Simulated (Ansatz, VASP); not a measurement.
# One calculation of GaSb, two programs

```
Ga Sb
1.0
     0.00000    3.06588    2.94324
     3.06588    0.00000    2.94324
     3.06588    3.06588    0.00000
Ga Sb
1 1
Cartesian
  0.0000 0.0000 0.0000
  1.5329 1.5329 1.4716
```

Change from the starting cell: uniaxial_z strain -4.0%.

Alike in both runs: task single point; functional r2SCAN; k mesh 8 × 8 × 8; occupations fermi-dirac, width 0.02 eV; no spin polarisation.

|  | VASP | Ansatz |
| --- | --- | --- |
| version | VASP 6.6.1 | Ansatz 0.2.0 |
| potentials or method | VASP PAW PBE potentials, release 64 (Ga_d, Sb) | plane waves, PAW |
| plane-wave cutoff (eV) | 520 | 500 |
| valence electrons in the cell | 18 | 28 |

|  | VASP | Ansatz | Ansatz less VASP |
| --- | --- | --- | --- |
| pressure (GPa) | 2.5 | 2.4 | -0.13 |
| traceless stress, the component that is largest in VASP (GPa) | 1.26 | 1.27 | +0.005 |

VASP's potentials were made for PBE, not for r2SCAN. The functional is the same, so the differences come from potentials, cutoffs and numerics. VASP's potentials hold 18 valence electrons a cell and Ansatz's 28, so a difference there can come from the potentials and not from the codes.

Neither program's run includes spin-orbit coupling.
